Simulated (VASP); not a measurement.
Runs of VASP 6.6.1 on KZnF3. The structure is that of space group P4/mmm (No. 123), or close to it. The cells are those of the table. 

| cell | gap on the mesh (eV) | pressure (GPa) |
| --- | --- | --- |
| a = 4.050, b = 4.354 Å, 5 atoms | 3.45 | -0.3 |
| a = 4.050, b = 3.746 Å, 5 atoms | 3.76 | (b) |
| a = 4.050, b = 3.442 Å, 5 atoms | 3.81 | 32.0 |
| a = 4.050, b = 4.506 Å, 5 atoms | (a) | -2.0 |
| a = 4.050, b = 4.581 Å, 5 atoms | 3.27 | -2.6 |

Alike in all rows: task single point; level PBE; potentials or basis VASP PAW PBE potentials, release 64 (K_sv, Zn, F); no spin polarisation; k mesh 6 × 6 × 6; cutoff (eV) 520; smearing gaussian 0.05 eV.

Problem. Fill in the values left out.

Solution. (a) 3.32; (b) 14.5.

A k mesh can miss the band edges.
